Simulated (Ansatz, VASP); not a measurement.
One calculation of PtSe2, two programs

The input INCAR:

```
SYSTEM = PtSe2
PREC = Accurate
ENCUT = 600
EDIFF = 1E-7
ISMEAR = -1
SIGMA = 0.05
LREAL = .False.
LASPH = .True.
NELM = 60
ALGO = Normal
ISIF = 3
LWAVE = .False.
LCHARG = .False.
GGA = B5
ALDAX = 1.0
AGGAX = 1.0
AGGAC = 1.0
ALDAC = 0.0
IBRION = 2
NSW = 60
EDIFFG = -0.01
```

KPOINTS

```
regular mesh
0
Gamma
  8 8 5
  0 0 0
```

POSCAR

```
PtSe2
1.0
    3.7240000000      0.0000000000      0.0000000000
   -1.8620000000      3.2250786037      0.0000000000
    0.0000000000      0.0000000000      5.0620000000
Pt Se
1 2
Direct
    0.0000000000      0.0000000000      0.0000000000
    0.6666666667      0.3333333333      0.7500000000
    0.3333333333      0.6666666667      0.2500000000
```

File input.yaml:

```yaml
crystal:
  lattice:
    - [3.724, 0.0, 0.0]
    - [-1.862, 3.2250786037, 0.0]
    - [0.0, 0.0, 5.062]
  atoms:
    - { symbol: Pt, position: [0.0, 0.0, 0.0] }
    - { symbol: Se, position: [0.6666666667, 0.3333333333, 0.75] }
    - { symbol: Se, position: [0.3333333333, 0.6666666667, 0.25] }
hamiltonian:
  xc: blyp
  pseudopotentials: { kind: paw }
kpoints:
  mp_grid: { grid: [8, 8, 5] }
scf:
  occupations: { method: fermi_dirac, width: 0.05 }
output:
  forces: true
  stress: true
  write_density: true
  write_potential: true
  elf: true
  volumetric_format: npy
relax:
  f_tol: 0.01
  max_steps: 40
  cell: { stress_tol: 0.05 }
```

Alike in both runs: task relaxation of cell and atoms; functional BLYP; k mesh 8 × 8 × 5; occupations fermi-dirac, width 0.05 eV; no spin polarisation.

```csv
,VASP,Ansatz
version,VASP 6.6.1,Ansatz 0.2.0
potentials or method,"VASP PAW PBE potentials, release 64 (Pt, Se)",Ansatz PAW
plane-wave cutoff (eV),600,420
valence electrons in the cell,22,50
```

|  | VASP | Ansatz | Ansatz less VASP |
| --- | --- | --- | --- |
| gap on the k mesh at the Fermi level, each at its own relaxed structure (eV) | 1.12 | 1.29 | +0.163 |
| relaxed volume (Å³/atom) | 32.44 | 38.49 | +6.058 |
| relaxed cell length with the largest relative difference (Å) | 7.676 | 9.137 | +1.4602 |

VASP's potentials were made for PBE, not for BLYP. One of these differences is far larger than is usual between the two programs; its cause wasn't traced. VASP's potentials hold 22 valence electrons a cell and Ansatz's 50, so a difference there can come from the potentials and not from the codes.

Spin-orbit coupling is off throughout. Noted on VASP's run: the volume moved by over 15 % at a fixed basis, so the end points are rough. Noted on Ansatz's run: the volume moved by over 15 % at a fixed basis, so the end points are rough; odd divisions of the mesh miss points on the zone boundary, where band edges often lie, so the gap on the mesh can be too wide; the plane-wave basis is chosen anew once the cell has moved, so the energies of steps on either side of that aren't comparable.
